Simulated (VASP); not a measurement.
A run of VASP 6.6.1:

POSCAR

```
Ni
1.0
    2.5422688939      0.0000000000      0.0000000000
   -1.2711344469      2.2016694449      0.0000000000
    0.0000000000      0.0000000000      4.2296058570
Ni
2
Direct
    0.3333333333      0.6666666667      0.2500000000
    0.6666666667      0.3333333333      0.7500000000
```

Contents of INCAR.step1:

```
ALGO = Normal
EDIFF = 1E-5
ENCUT = 760
GGA = PE
GGA_COMPAT = F
ISMEAR = 1
ISPIN = 2
LASPH = T
LCHARG = F
LMAXMIX = 4
LREAL = F
LWAVE = T
MAGMOM = 1.5 1.5
NBANDS = 29
NELM = 200
PREC = Accurate
SIGMA = 0.02
```

Contents of INCAR.step2:

```
ALGO = Normal
EDIFF = 1E-6
ENCUT = 760
GGA_COMPAT = F
ISIF = 2
ISMEAR = 1
ISPIN = 2
ISTART = 1
LASPH = T
LCHARG = F
LMAXMIX = 4
LMIXTAU = T
LORBIT = 11
LREAL = F
LWAVE = F
MAGMOM = 1.5 1.5
METAGGA = R2SCAN
NBANDS = 29
NELM = 200
PREC = Accurate
SIGMA = 0.02
```

The input KPOINTS:

```
k-points
0
Gamma
  13 13 7
```

Potentials or basis: VASP PAW PBE potentials, release 64 (Ni_sv_GW).

The run is started by

```sh
$ cat potpaw_PBE.64/Ni_sv_GW/POTCAR > POTCAR
$ cp INCAR.step1 INCAR
$ mpirun -np 1 vasp_std > vasp.out
$ cp INCAR.step2 INCAR
$ mpirun -np 1 vasp_std > vasp.out
```

Hardware: 1 thread of Intel(R) Xeon(R) 6975P-C (Granite Rapids), with other jobs on the host.

**Question.** Estimate the wall time of this run.

**Answer.** Run time: 6.3 min on 1 thread of Intel(R) Xeon(R) 6975P-C (Granite Rapids) (shared host), peak memory 0.3 GiB. Counts: k points 84.
